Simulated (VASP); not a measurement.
# HRu6Cl8 (Fm-3m) in VASP: single point with PBE

Aim: the single point of HRu6Cl8 with PBE.

Program: VASP 6.6.1. These are calculated values, not measurements. Logs are shortened: lines on timing, memory, paths and dates and some standing lists are left out, and cuts for length are marked.

## 1. The cell of the first run

The structure is cubic, space group Fm-3m (No. 225). Conventional cell: a = 10.290 Å, b = 10.290 Å, c = 10.290 Å, α = 90.00°, β = 90.00°, γ = 90.00°. Cl (site symmetry 4mm) has 1 H at 2.50 Å and 4 Ru at 2.57 Å within 3.3 Å. Cl (site symmetry -43m) has 6 Ru at 2.57 Å within 3.4 Å. Within 3.4 Å of Ru (site symmetry mmm) lie 6 Cl at 2.57 Å. H (site symmetry m-3m) has 6 Cl at 2.50 Å within 3.3 Å.

## 2. Single point, PBE

Contents of INCAR:

```
PREC = Accurate
ENCUT = 520
EDIFF = 1E-6
ISMEAR = -1
SIGMA = 0.1
LREAL = Auto
LASPH = T
NELM = 80
ALGO = Normal
ISIF = 2
LWAVE = F
LCHARG = F
GGA = PE
NBANDS = 84
```

Contents of KPOINTS:

```
regular mesh
0
Gamma
  6 6 6
```

Contents of POSCAR:

```
HRu6Cl8
1.0
    0.0000000000      5.1449130000      5.1449130000
    5.1449130000      0.0000000000      5.1449130000
    5.1449130000      5.1449130000      0.0000000000
Cl Ru H
8 6 1
Direct
    0.7570000000      0.2430000000      0.2430000000
    0.2430000000      0.7570000000      0.2430000000
    0.2430000000      0.7570000000      0.7570000000
    0.7570000000      0.2430000000      0.7570000000
    0.2430000000      0.2430000000      0.7570000000
    0.7570000000      0.7570000000      0.2430000000
    0.2500000000      0.2500000000      0.2500000000
    0.7500000000      0.7500000000      0.7500000000
    0.5000000000      0.0000000000      0.0000000000
    0.5000000000      0.0000000000      0.5000000000
    0.0000000000      0.5000000000      0.5000000000
    0.0000000000      0.5000000000      0.0000000000
    0.5000000000      0.5000000000      0.0000000000
    0.0000000000      0.0000000000      0.5000000000
    0.0000000000      0.0000000000      0.0000000000
```

Potentials or basis: VASP PAW PBE potentials, release 64 (Cl, Ru_pv, H).

Run with:

```bash
> cat potpaw_PBE.64/Cl/POTCAR potpaw_PBE.64/Ru_pv/POTCAR potpaw_PBE.64/H/POTCAR > POTCAR
> mpirun -np 1 vasp_std > vasp.out
```

OUTCAR:

```text
PREC = Accurate
   ENCUT = 520
   EDIFF = 1E-6
   ISMEAR = -1
   LREAL = Auto
   LASPH = T
   NELM = 80
   ISIF = 2
   GGA = PE

 ion  position               nearest neighbor table
   1  0.757  0.243  0.243-  10 2.57  12 2.57  13 2.57  14 2.57
   2  0.243  0.757  0.243-   9 2.57  11 2.57  13 2.57  14 2.57
   3  0.243  0.757  0.757-  10 2.57  12 2.57  13 2.57  14 2.57
   4  0.757  0.243  0.757-   9 2.57  11 2.57  13 2.57  14 2.57
   5  0.243  0.243  0.757-   9 2.57  10 2.57  11 2.57  12 2.57
   6  0.757  0.757  0.243-   9 2.57  10 2.57  11 2.57  12 2.57
   7  0.250  0.250  0.250-   9 2.57  10 2.57  11 2.57  12 2.57  13 2.57  14 2.57
   8  0.750  0.750  0.750-   9 2.57  10 2.57  11 2.57  12 2.57  13 2.57  14 2.57
   9  0.500  0.000  0.000-   7 2.57   8 2.57   5 2.57   6 2.57   2 2.57   4 2.57
  10  0.500  0.000  0.500-   7 2.57   8 2.57   5 2.57   6 2.57   1 2.57   3 2.57
  11  0.000  0.500  0.500-   7 2.57   8 2.57   5 2.57   6 2.57   2 2.57   4 2.57
  12  0.000  0.500  0.000-   7 2.57   8 2.57   5 2.57   6 2.57   1 2.57   3 2.57
  13  0.500  0.500  0.000-   7 2.57   8 2.57   3 2.57   4 2.57   1 2.57   2 2.57
  14  0.000  0.000  0.500-   7 2.57   8 2.57   3 2.57   4 2.57   1 2.57   2 2.57
  15  0.000  0.000  0.000-

  LATTYP: Found a face centered cubic cell.
 ALAT       =    10.2898260000

  Lattice vectors:

 A1 = (   0.0000000000,   5.1449130000,   5.1449130000)
 A2 = (   5.1449130000,   0.0000000000,   5.1449130000)
 A3 = (   5.1449130000,   5.1449130000,   0.0000000000)

Analysis of symmetry for initial positions (statically):
=====================================================================
 Subroutine PRICEL returns:
 Original cell was already a primitive cell.

 Routine SETGRP: Setting up the symmetry group for a
 face centered cubic supercell.

 Subroutine GETGRP returns: Found 48 space group operations
 (whereof 48 operations were pure point group operations)
 out of a pool of 48 trial point group operations.

The static configuration has the point symmetry O_h .

Analysis of symmetry for dynamics (positions and initial velocities):
=====================================================================
 Subroutine PRICEL returns:
 Original cell was already a primitive cell.

 Routine SETGRP: Setting up the symmetry group for a
 face centered cubic supercell.

 Subroutine GETGRP returns: Found 48 space group operations
 (whereof 48 operations were pure point group operations)
 out of a pool of 48 trial point group operations.

The dynamic configuration has the point symmetry O_h .

 Subroutine INISYM returns: Found 48 space group operations
 (whereof 48 operations are pure point group operations),
 and found     1 'primitive' translations

----------------------------------------------------------------------------------------

                                     Primitive cell

  volume of cell :     272.3730

  direct lattice vectors                    reciprocal lattice vectors
     0.000000000  5.144913000  5.144913000    -0.097183373  0.097183373  0.097183373
     5.144913000  0.000000000  5.144913000     0.097183373 -0.097183373  0.097183373
     5.144913000  5.144913000  0.000000000     0.097183373  0.097183373 -0.097183373

  length of vectors
     7.276005742  7.276005742  7.276005742     0.168326540  0.168326540  0.168326540

  position of ions in fractional coordinates (direct lattice)
     0.757000000  0.243000000  0.243000000
     0.243000000  0.757000000  0.243000000
     0.243000000  0.757000000  0.757000000
     0.757000000  0.243000000  0.757000000
     0.243000000  0.243000000  0.757000000
     0.757000000  0.757000000  0.243000000
     0.250000000  0.250000000  0.250000000
     0.750000000  0.750000000  0.750000000
     0.500000000  0.000000000  0.000000000
     0.500000000  0.000000000  0.500000000
     0.000000000  0.500000000  0.500000000
     0.000000000  0.500000000  0.000000000
     0.500000000  0.500000000  0.000000000
     0.000000000  0.000000000  0.500000000
     0.000000000  0.000000000  0.000000000

  ion indices of the primitive-cell ions
   primitive index   ion index
                 1           1
                 2           2
                 3           3
                 4           4
                 5           5
                 6           6
                 7           7
                 8           8
                 9           9
                10          10
                11          11
                12          12
                13          13
                14          14
                15          15

----------------------------------------------------------------------------------------

 KPOINTS: regular mesh

Automatic generation of k-mesh.
 Grid dimensions read from file:
 generate k-points for:    6    6    6

 Generating k-lattice:

  Cartesian coordinates                     Fractional coordinates (reciprocal lattice)
    -0.016197229  0.016197229  0.016197229     0.166666667  0.000000000  0.000000000
     0.016197229 -0.016197229  0.016197229     0.000000000  0.166666667  0.000000000
     0.016197229  0.016197229 -0.016197229     0.000000000  0.000000000  0.166666667

  Length of vectors
     0.028054423  0.028054423  0.028054423

  Shift w.r.t. Gamma in fractional coordinates (k-lattice)
     0.000000000  0.000000000  0.000000000

 Subroutine IBZKPT returns following result:
 ===========================================

 Found     16 irreducible k-points:

 Following reciprocal coordinates:
            Coordinates               Weight
  0.000000  0.000000  0.000000      1.000000
  0.166667  0.000000  0.000000      8.000000
  0.333333  0.000000  0.000000      8.000000
  0.500000  0.000000  0.000000      4.000000
  0.166667  0.166667  0.000000      6.000000
  0.333333  0.166667  0.000000     24.000000
[... 8 lines left out ...]
 -0.333333  0.333333  0.166667     24.000000
 -0.333333  0.500000  0.166667     12.000000
   k-points           NKPTS =     16   k-points in BZ     NKDIM =     16   number of bands    NBANDS=     84
   number of dos      NEDOS =    301   number of ions     NIONS =     15
   total plane-waves  NPLWV = 157464
   dimension x,y,z NGX =    54 NGY =   54 NGZ =   54
   dimension x,y,z NGXF=   108 NGYF=  108 NGZF=  108
   ions per type =               8   6   1
   NGX,Y,Z   is equivalent  to a cutoff of  12.34, 12.34, 12.34 a.u.
   NGXF,Y,Z  is equivalent  to a cutoff of  24.68, 24.68, 24.68 a.u.
 SYSTEM =  unknown system
   PREC   = accura    normal or accurate (medium, high low for compatibility)
   ISTART =      0    job   : 0-new  1-cont  2-samecut
   ICHARG =      2    charge: 1-file 2-atom 10-const
   ISPIN  =      1    spin polarized calculation?
   LNONCOLLINEAR =      F non collinear calculations
   LSORBIT =      F    spin-orbit coupling
   LASPH  =      T    aspherical Exc in radial PAW
   ENCUT  =  520.0 eV  38.22 Ry    6.18 a.u.  13.53 13.53 13.53*2*pi/ulx,y,z
   NELM   =     80;   NELMIN=  2; NELMDL= -5     # of ELM steps
   EDIFF  = 0.1E-05   stopping-criterion for ELM
   LREAL  =      T    real-space projection
   EDIFFG = 0.1E-04   stopping-criterion for IOM
   NSW    =      0    number of steps for IOM
   IBRION =     -1    ionic relax: 0-MD 1-quasi-New 2-CG
   NFREE  =      0    steps in history (QN), initial steepest desc. (CG)
   ISIF   =      2    stress and relaxation
   ISYM   =      2    0-nonsym 1-usesym 2-fastsym
   POTIM  = 0.5000    time-step for ionic-motion
   TEBEG  =    0.0;   TEEND  =   0.0 temperature during run
   PSTRESS=    0.0 pullay stress
   NELECT =     141.0000    total number of electrons
   NUPDOWN=      -1.0000    fix difference up-down
   EMIN   =  10.00;   EMAX   =-10.00  energy-range for DOS
   EFERMI =   0.00;   METHOD = LEGACY
   ISMEAR =    -1;   SIGMA  =   0.10  broadening in eV -4-tet -1-fermi 0-gaus
   EFERMI_NEDOS =   21; number of points for ismear=-14 and -15
   IALGO  =     38    algorithm
   IMIX   =      4    mixing-type and parameters
     AMIX     =   0.40;   BMIX     =  1.00
     AMIX_MAG =   1.60;   BMIX_MAG =  1.00
  volume/ion in A,a.u.               =      18.16       122.54
  Fermi-wavevector in a.u.,A,eV,Ry     =   1.314498  2.484040 23.509564  1.727904
  Thomas-Fermi vector in A             =   2.444746
   LORBIT       =      0    0 simple, 1 ext, 2 COOP (PROOUT), +10 PAW based schemes
   GGA     = PE    functional components
   LHFCALC =     F    Hartree Fock is set to
   AEXX    =    0.0000 exact exchange contribution
   IVDW    =     0    specifies the selected vdW correction
   LEPSILON=     F    determine dielectric tensor
   LRPA    =     F    only Hartree local field effects (RPA)
 non-spin polarized calculation
  energy-cutoff  :      520.00
  volume of cell :      272.37
 maximum number of plane-waves:      7391
   NGX = 27   NGY = 27   NGZ = 27

 number of electron     141.0000008 magnetization

 Free energy of the ion-electron system (eV)
  ---------------------------------------------------
  ext. energy  EPLUGINS =         0.00000000
  ---------------------------------------------------
  free energy    TOTEN  =       -62.33765105 eV

  energy without entropy =      -61.46979920  energy(sigma->0) =      -61.90372512

 E-fermi :   6.3761     XC(G=0): -10.6091

 val. band max:        6.3687370555   @ k =   0.5000   0.5000   0.0000
 cond. band min:       6.3926992413   @ k =   0.3333   0.3333   0.0000
 fundamental gap:      0.0239621858
 Fermi energy:         6.3761248861

 k-point     1 :       0.0000    0.0000    0.0000
  band No.  band energies     occupation
      1     -35.6422      2.00000
      2     -35.6172      2.00000
      3     -35.6172      2.00000
      4     -35.6172      2.00000
      5     -35.6011      2.00000
      6     -35.6011      2.00000
[... 74 lines left out ...]
     81       8.6017      0.00000
     82       8.6017      0.00000

 k-point     2 :       0.1667    0.0000    0.0000
  band No.  band energies     occupation
      1     -35.6403      2.00000
      2     -35.6187      2.00000
      3     -35.6160      2.00000
      4     -35.6160      2.00000
      5     -35.6020      2.00000
      6     -35.6020      2.00000
[... 74 lines left out ...]
     81       8.3340      0.00000
     82       8.3340      0.00000
[... 1103 lines left out ...]
     81       7.4965      0.00003
     82      10.7293      0.00000

 k-point    16 :      -0.3333    0.5000    0.1667
  band No.  band energies     occupation
      1     -35.6268      2.00000
      2     -35.6219      2.00000
      3     -35.6152      2.00000
      4     -35.6143      2.00000
      5     -35.6083      2.00000
      6     -35.6031      2.00000
[... 74 lines left out ...]
     81       8.0350      0.00000
     82      11.1947      0.00000
 [bands above 82 left out]

------------------------ aborting loop because EDIFF is reached ----------------------------------------

  FORCE on cell =-STRESS in cart. coord.  units (eV):
  Direction    XX          YY          ZZ          XY          YZ          ZX
  --------------------------------------------------------------------------------------
  -------------------------------------------------------------------------------------
  Total      -12.8570997    -12.8570997    -12.8570997      0.0000000      0.0000000     -0.0000000
  in kB      -75.6291973    -75.6291973    -75.6291973      0.0000000      0.0000000     -0.0000000
  external PRESSURE =     -75.6291973 kB  Pullay stress =       0.0000000 kB

 VOLUME and BASIS-vectors are now :
 -----------------------------------------------------------------------------
  energy-cutoff  :      520.00
  volume of cell :      272.37
      direct lattice vectors                 reciprocal lattice vectors
     0.000000000  5.144913000  5.144913000    -0.097183373  0.097183373  0.097183373
     5.144913000  0.000000000  5.144913000     0.097183373 -0.097183373  0.097183373
     5.144913000  5.144913000  0.000000000     0.097183373  0.097183373 -0.097183373

 POSITION                                       TOTAL-FORCE (eV/Angst)
 -----------------------------------------------------------------------------------
      2.50043      5.14491      5.14491        -0.267099     -0.000000     -0.000000
      5.14491      2.50043      5.14491         0.000000     -0.267099     -0.000000
      7.78940      5.14491      5.14491         0.267099     -0.000000     -0.000000
      5.14491      7.78940      5.14491         0.000000      0.267099     -0.000000
      5.14491      5.14491      2.50043         0.000000     -0.000000     -0.267099
      5.14491      5.14491      7.78940         0.000000     -0.000000      0.267099
      2.57246      2.57246      2.57246         0.000000     -0.000000     -0.000000
      7.71737      7.71737      7.71737         0.000000     -0.000000     -0.000000
      0.00000      2.57246      2.57246         0.000000     -0.000000     -0.000000
      2.57246      5.14491      2.57246         0.000000     -0.000000     -0.000000
      5.14491      2.57246      2.57246         0.000000     -0.000000     -0.000000
      2.57246      0.00000      2.57246         0.000000     -0.000000     -0.000000
      2.57246      2.57246      5.14491         0.000000     -0.000000     -0.000000
      2.57246      2.57246      0.00000         0.000000     -0.000000     -0.000000
      0.00000      0.00000      0.00000         0.000000     -0.000000     -0.000000
 -----------------------------------------------------------------------------------
    total drift:                                0.000000      0.000000     -0.000000

  FREE ENERGIE OF THE ION-ELECTRON SYSTEM (eV)
  ---------------------------------------------------
  free  energy   TOTEN  =       -62.3376510517 eV

  energy  without entropy=      -61.4697991953  energy(sigma->0) =      -61.90372512
```

It took 15 min on 1 thread of Intel Xeon Platinum 8375C at 2.90GHz (Ice Lake), shared host; peak memory 0.52 GiB.

What came out:

| Quantity | Value |
| --- | --- |
| Free energy | -62.3377 eV |
| Pressure | -7.6 GPa |
| Largest force | 0.267 eV/Å |
| Band gap on the k mesh | zero (an odd number of electrons rules out a gap without spin polarisation) |

Forces in eV/Å, atoms in the order of the input:
```
Cl  -0.267  0.000  0.000
Cl   0.000 -0.267  0.000
Cl   0.267  0.000  0.000
Cl   0.000  0.267  0.000
Cl   0.000  0.000 -0.267
Cl   0.000  0.000  0.267
Cl   0.000  0.000  0.000
Cl   0.000  0.000  0.000
Ru   0.000  0.000  0.000
Ru   0.000  0.000  0.000
Ru   0.000  0.000  0.000
Ru   0.000  0.000  0.000
Ru   0.000  0.000  0.000
Ru   0.000  0.000  0.000
H    0.000  0.000  0.000
```

Caveat: the cell stands under tension; an odd number of electrons without spin polarisation forces a metal; a magnetic or distorted state may lie lower.

The gap in the log of VASP goes by the Fermi energy; the results here count the filled bands.